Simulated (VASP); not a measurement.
# SrTe (rocksalt type) (Fm-3m) in VASP: further runs

Runs on SrTe (rocksalt type). Level: PBE. Tasks: electric field gradients.

Program: VASP 6.6.1. These are calculated values, not measurements. Logs are shortened: lines on timing, memory, paths and dates and some standing lists are left out, and cuts for length are marked.

### 1 The cell of the first run

Symmetry: Fm-3m, No. 225, cubic system. Conventional cell: a = 6.604 Å, b = 6.604 Å, c = 6.604 Å, α = 90.00°, β = 90.00°, γ = 90.00°. Within 4.3 Å of Sr (site symmetry m-3m) lie 6 Te at 3.30 Å. Within 4.3 Å of Te (site symmetry m-3m) lie 6 Sr at 3.30 Å.

### 2 Electric field gradients, PBE (volume scaled by 0.95)

Input file INCAR:

```
SYSTEM = SrTe
ALGO = Normal ; EDIFF = 1E-8
ENCUT = 400 ; GGA = PE
GGA_COMPAT = .False. ; ISIF = 2
ISMEAR = -1 ; LASPH = .True.
LCHARG = .False. ; LEFG = .True.
LREAL = .False. ; LWAVE = .False.
NBANDS = 15 ; NELM = 120
PREC = Accurate ; SIGMA = 0.03
```

Input file KPOINTS:

```
k-points
0
Gamma
  11 11 11
  0 0 0
```

Input file POSCAR:

```
SrTe
1.0
    0.0000000000      3.3022324320      3.3022324320
    3.3022324320      0.0000000000      3.3022324320
    3.3022324320      3.3022324320      0.0000000000
Sr Te
1 1
Direct
    0.0000000000      0.0000000000      0.0000000000
    0.5000000000      0.5000000000      0.5000000000
```

Potentials or basis: VASP PAW PBE potentials, release 64 (Sr_sv, Te).

Launch:

```sh
cat potpaw_PBE.64/Sr_sv/POTCAR potpaw_PBE.64/Te/POTCAR > POTCAR
mpirun -np 1 vasp_std > vasp.out
```

OUTCAR:

```text
SYSTEM = SrTe
   EDIFF = 1E-8
   ENCUT = 400
   GGA = PE
   ISIF = 2
   ISMEAR = -1
   LASPH = .True.
   LREAL = .False.
   NELM = 120
   PREC = Accurate

 ion  position               nearest neighbor table
   1  0.000  0.000  0.000-   2 3.30   2 3.30   2 3.30   2 3.30   2 3.30   2 3.30
   2  0.500  0.500  0.500-   1 3.30   1 3.30   1 3.30   1 3.30   1 3.30   1 3.30

  LATTYP: Found a face centered cubic cell.
 ALAT       =     6.6044648640

  Lattice vectors:

 A1 = (   0.0000000000,   3.3022324320,   3.3022324320)
 A2 = (   3.3022324320,   0.0000000000,   3.3022324320)
 A3 = (   3.3022324320,   3.3022324320,   0.0000000000)

Analysis of symmetry for initial positions (statically):
=====================================================================
 Subroutine PRICEL returns:
 Original cell was already a primitive cell.

 Routine SETGRP: Setting up the symmetry group for a
 face centered cubic supercell.

 Subroutine GETGRP returns: Found 48 space group operations
 (whereof 48 operations were pure point group operations)
 out of a pool of 48 trial point group operations.

The static configuration has the point symmetry O_h .

Analysis of symmetry for dynamics (positions and initial velocities):
=====================================================================
 Subroutine PRICEL returns:
 Original cell was already a primitive cell.

 Routine SETGRP: Setting up the symmetry group for a
 face centered cubic supercell.

 Subroutine GETGRP returns: Found 48 space group operations
 (whereof 48 operations were pure point group operations)
 out of a pool of 48 trial point group operations.

The dynamic configuration has the point symmetry O_h .

 Subroutine INISYM returns: Found 48 space group operations
 (whereof 48 operations are pure point group operations),
 and found     1 'primitive' translations

----------------------------------------------------------------------------------------

                                     Primitive cell

  volume of cell :      72.0200

  direct lattice vectors                    reciprocal lattice vectors
     0.000000000  3.302232432  3.302232432    -0.151412722  0.151412722  0.151412722
     3.302232432  0.000000000  3.302232432     0.151412722 -0.151412722  0.151412722
     3.302232432  3.302232432  0.000000000     0.151412722  0.151412722 -0.151412722

  length of vectors
     4.670061891  4.670061891  4.670061891     0.262254527  0.262254527  0.262254527

  position of ions in fractional coordinates (direct lattice)
     0.000000000  0.000000000  0.000000000
     0.500000000  0.500000000  0.500000000

  ion indices of the primitive-cell ions
   primitive index   ion index
                 1           1
                 2           2

----------------------------------------------------------------------------------------

 KPOINTS: k-points

Automatic generation of k-mesh.
 Grid dimensions read from file:
 generate k-points for:   11   11   11

 Generating k-lattice:

  Cartesian coordinates                     Fractional coordinates (reciprocal lattice)
    -0.013764793  0.013764793  0.013764793     0.090909091  0.000000000  0.000000000
     0.013764793 -0.013764793  0.013764793     0.000000000  0.090909091  0.000000000
     0.013764793  0.013764793 -0.013764793     0.000000000  0.000000000  0.090909091

  Length of vectors
     0.023841321  0.023841321  0.023841321

  Shift w.r.t. Gamma in fractional coordinates (k-lattice)
     0.000000000  0.000000000  0.000000000

 Subroutine IBZKPT returns following result:
 ===========================================

 Found     56 irreducible k-points:

 Following reciprocal coordinates:
            Coordinates               Weight
  0.000000  0.000000  0.000000      1.000000
  0.090909  0.000000  0.000000      8.000000
  0.181818  0.000000  0.000000      8.000000
  0.272727  0.000000  0.000000      8.000000
  0.363636  0.000000  0.000000      8.000000
  0.454545  0.000000  0.000000      8.000000
[... 16 lines left out ...]
 -0.272727  0.181818  0.000000     24.000000
 -0.181818  0.181818  0.000000     12.000000
 [... further k-points ...]
   k-points           NKPTS =     56   k-points in BZ     NKDIM =     56   number of bands    NBANDS=     15
   number of dos      NEDOS =    301   number of ions     NIONS =      2
   total plane-waves  NPLWV =  27000
   dimension x,y,z NGX =    30 NGY =   30 NGZ =   30
   dimension x,y,z NGXF=    60 NGYF=   60 NGZF=   60
   ions per type =               1   1
   NGX,Y,Z   is equivalent  to a cutoff of  10.68, 10.68, 10.68 a.u.
   NGXF,Y,Z  is equivalent  to a cutoff of  21.36, 21.36, 21.36 a.u.
 SYSTEM =  SrTe
   PREC   = accura    normal or accurate (medium, high low for compatibility)
   ISTART =      0    job   : 0-new  1-cont  2-samecut
   ICHARG =      2    charge: 1-file 2-atom 10-const
   ISPIN  =      1    spin polarized calculation?
   LNONCOLLINEAR =      F non collinear calculations
   LSORBIT =      F    spin-orbit coupling
   LASPH  =      T    aspherical Exc in radial PAW
   ENCUT  =  400.0 eV  29.40 Ry    5.42 a.u.   7.62  7.62  7.62*2*pi/ulx,y,z
   NELM   =    120;   NELMIN=  2; NELMDL= -5     # of ELM steps
   EDIFF  = 0.1E-07   stopping-criterion for ELM
   LREAL  =      F    real-space projection
   EDIFFG = 0.1E-06   stopping-criterion for IOM
   NSW    =      0    number of steps for IOM
   IBRION =     -1    ionic relax: 0-MD 1-quasi-New 2-CG
   NFREE  =      0    steps in history (QN), initial steepest desc. (CG)
   ISIF   =      2    stress and relaxation
   ISYM   =      2    0-nonsym 1-usesym 2-fastsym
   POTIM  = 0.5000    time-step for ionic-motion
   TEBEG  =    0.0;   TEEND  =   0.0 temperature during run
   PSTRESS=    0.0 pullay stress
   NELECT =      16.0000    total number of electrons
   NUPDOWN=      -1.0000    fix difference up-down
   EMIN   =  10.00;   EMAX   =-10.00  energy-range for DOS
   EFERMI =   0.00;   METHOD = LEGACY
   ISMEAR =    -1;   SIGMA  =   0.03  broadening in eV -4-tet -1-fermi 0-gaus
   EFERMI_NEDOS =   21; number of points for ismear=-14 and -15
   IALGO  =     38    algorithm
   IMIX   =      4    mixing-type and parameters
     AMIX     =   0.40;   BMIX     =  1.00
     AMIX_MAG =   1.60;   BMIX_MAG =  1.00
  volume/ion in A,a.u.               =      36.01       243.01
  Fermi-wavevector in a.u.,A,eV,Ry     =   0.991510  1.873683 13.375785  0.983092
  Thomas-Fermi vector in A             =   2.123257
   LORBIT       =      0    0 simple, 1 ext, 2 COOP (PROOUT), +10 PAW based schemes
   GGA     = PE    functional components
   LHFCALC =     F    Hartree Fock is set to
   AEXX    =    0.0000 exact exchange contribution
   IVDW    =     0    specifies the selected vdW correction
   LEPSILON=     F    determine dielectric tensor
   LRPA    =     F    only Hartree local field effects (RPA)
 non-spin polarized calculation
  energy-cutoff  :      400.00
  volume of cell :       72.02
 maximum number of plane-waves:      1326
   NGX = 15   NGY = 15   NGZ = 15

 number of electron      16.0000001 magnetization

 Free energy of the ion-electron system (eV)
  ---------------------------------------------------
  ext. energy  EPLUGINS =         0.00000000
  ---------------------------------------------------
  free energy    TOTEN  =        -8.24350212 eV

  energy without entropy =       -8.24350212  energy(sigma->0) =       -8.24350212

 E-fermi :   3.7192     XC(G=0):  -8.6210

 val. band max:        3.0384312064   @ k =   0.0000   0.0000   0.0000
 cond. band min:       4.6866264021   @ k =   0.4545   0.4545   0.0000
 fundamental gap:      1.6481951956
 Fermi energy:         3.7192434443

 k-point     1 :       0.0000    0.0000    0.0000
  band No.  band energies     occupation
      1     -31.5788      2.00000
      2     -13.5773      2.00000
      3     -13.5773      2.00000
      4     -13.5773      2.00000
      5      -7.0225      2.00000
      6       3.0384      2.00000
      7       3.0384      2.00000
      8       3.0384      2.00000
      9       6.0038      0.00000
     10       6.2829      0.00000
     11       6.2829      0.00000
     12       6.2829      0.00000
     13       6.9583      0.00000
     14       6.9583      0.00000
     15      10.5340      0.00000
[... 397 lines left out ...]
 k-point    24 :      -0.1818    0.1818    0.0000
  band No.  band energies     occupation
      1     -31.5755      2.00000
      2     -13.6559      2.00000
      3     -13.6014      2.00000
      4     -13.5779      2.00000
      5      -6.6173      2.00000
      6       1.0321      2.00000
      7       2.1477      2.00000
      8       2.2220      2.00000
      9       6.7618      0.00000
     10       6.9662      0.00000
     11       7.2006      0.00000
     12       7.7574      0.00000
     13       8.9655      0.00000
     14       9.5303      0.00000
     15      11.3905      0.00000

 [... further k-points ...]
[... 5 lines left out ...]
  --------------------------------------------------------------------------------------
  -------------------------------------------------------------------------------------
  Total        0.8709517      0.8709517      0.8709517      0.0000000      0.0000000      0.0000000
  in kB       19.3754486     19.3754486     19.3754486      0.0000000      0.0000000      0.0000000
  external PRESSURE =      19.3754486 kB  Pullay stress =       0.0000000 kB

 VOLUME and BASIS-vectors are now :
 -----------------------------------------------------------------------------
  energy-cutoff  :      400.00
  volume of cell :       72.02
      direct lattice vectors                 reciprocal lattice vectors
     0.000000000  3.302232432  3.302232432    -0.151412722  0.151412722  0.151412722
     3.302232432  0.000000000  3.302232432     0.151412722 -0.151412722  0.151412722
     3.302232432  3.302232432  0.000000000     0.151412722  0.151412722 -0.151412722

 POSITION                                       TOTAL-FORCE (eV/Angst)
 -----------------------------------------------------------------------------------
      0.00000      0.00000      0.00000         0.000000      0.000000     -0.000000
      3.30223      3.30223      3.30223        -0.000000     -0.000000      0.000000
 -----------------------------------------------------------------------------------
    total drift:                               -0.000000      0.000000      0.000000

  FREE ENERGIE OF THE ION-ELECTRON SYSTEM (eV)
  ---------------------------------------------------
  free  energy   TOTEN  =        -8.2435021236 eV

  energy  without entropy=       -8.2435021236  energy(sigma->0) =       -8.24350212

 Electric field gradients (V/A^2)
---------------------------------------------------------------------
 ion       V_xx      V_yy      V_zz      V_xy      V_xz      V_yz
---------------------------------------------------------------------
   1       0.000    -0.000    -0.000    -0.000    -0.000    -0.000
   2       0.000    -0.000    -0.000     0.000     0.000     0.000
---------------------------------------------------------------------

 Electric field gradients after diagonalization (V/A^2)
 (convention: |V_zz| > |V_xx| > |V_yy|)
----------------------------------------------------------------------
 ion       V_xx      V_yy      V_zz     asymmetry (V_yy - V_xx)/ V_zz
----------------------------------------------------------------------
   1       0.000     0.000    -0.000       0.000
   2      -0.000    -0.000     0.000       0.000
----------------------------------------------------------------------

           NMR quadrupolar parameters

 Cq : quadrupolar parameter    Cq=e*Q*V_zz/h
 eta: asymmetry parameters     (V_yy - V_xx)/ V_zz
 Q  : nuclear electric quadrupole moment in mb (millibarn)
----------------------------------------------------------------------
 ion       Cq(MHz)       eta       Q (mb)
----------------------------------------------------------------------
   1      -0.000       0.000       1.000
   2       0.000       0.000       1.000
----------------------------------------------------------------------
```

It took 42 s on 1 thread of Intel Xeon Platinum 8259CL at 2.50GHz (Skylake/Cascade Lake), shared host; peak memory 0.19 GiB.

Results:

| Quantity | Value |
| --- | --- |
| Free energy | -8.2435 eV |
| Pressure | 1.9 GPa |
| Band gap on the k mesh | 1.65 eV, indirect (least direct gap 2.40 eV) |

Caveat: without QUAD_EFG the Cq values of the log hold for a quadrupole moment of 1 mb, not for the nuclei; spin-orbit coupling is left out, which moves the levels of the heavy elements.

(Continued in part 2 of 2.)
